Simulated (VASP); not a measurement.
Set up this calculation in VASP 6.6.1, as the native input.

```
Task                   : single point
Functional             : PBE
Potentials or basis    : VASP PAW PBE potentials, release 64 (Be, Tl_d, Mo_sv)
Cutoff                 : 520 eV
k mesh                 : 6 × 6 × 4
Occupations            : gaussian, width 0.1 eV
Spin                   : no spin polarisation
Dipole correction      : no
Further INCAR settings : ALGO = Fast; EDIFF = 1e-07; NBANDS = 38
```

The structure of BeTlMo lies in POSCAR:

```
BeTlMo
1.0
    4.7033738960      0.0000000001      0.0000000000
   -2.3516869480      4.0732412774      0.0000000000
    0.0000000000      0.0000000000      5.4675357850
Be Tl Mo
2 2 2
Direct
    0.0000000000      0.0000000000      0.0000000000
    0.0000000000      0.0000000000      0.5000000000
    0.3333333333      0.6666666667      0.2500000000
    0.6666666667      0.3333333333      0.7500000000
    0.3333333333      0.6666666667      0.7500000000
    0.6666666667      0.3333333333      0.2500000000
```

One way to write it, as run:

INCAR

```
SYSTEM = BeTlMo
PREC = Accurate ; ENCUT = 520
EDIFF = 1E-7 ; ISMEAR = 0
SIGMA = 0.1 ; LREAL = .False.
LASPH = .True. ; NELM = 60
ALGO = Fast ; ISIF = 2
LWAVE = .False. ; LCHARG = .False.
GGA = PE ; NBANDS = 38
```

KPOINTS

```
Automatic mesh
0
Gamma
  6 6 4
  0 0 0
```

Potentials or basis: VASP PAW PBE potentials, release 64 (Be, Tl_d, Mo_sv).

Run with:

```bash
$ cat potpaw_PBE.64/Be/POTCAR potpaw_PBE.64/Tl_d/POTCAR potpaw_PBE.64/Mo_sv/POTCAR > POTCAR
$ mpirun -np 1 vasp_std > vasp.out
```

Results of the run:

The pressure is -0.2 GPa. The band gap on the k mesh is zero (bands 29 and 30 overlap by 0.70 eV).

Caveat: spin-orbit coupling is left out, which moves the levels of the heavy elements.

Run time: 42 s on 1 thread of Intel(R) Xeon(R) 6975P-C (Granite Rapids) (shared host), peak memory 0.26 GiB.
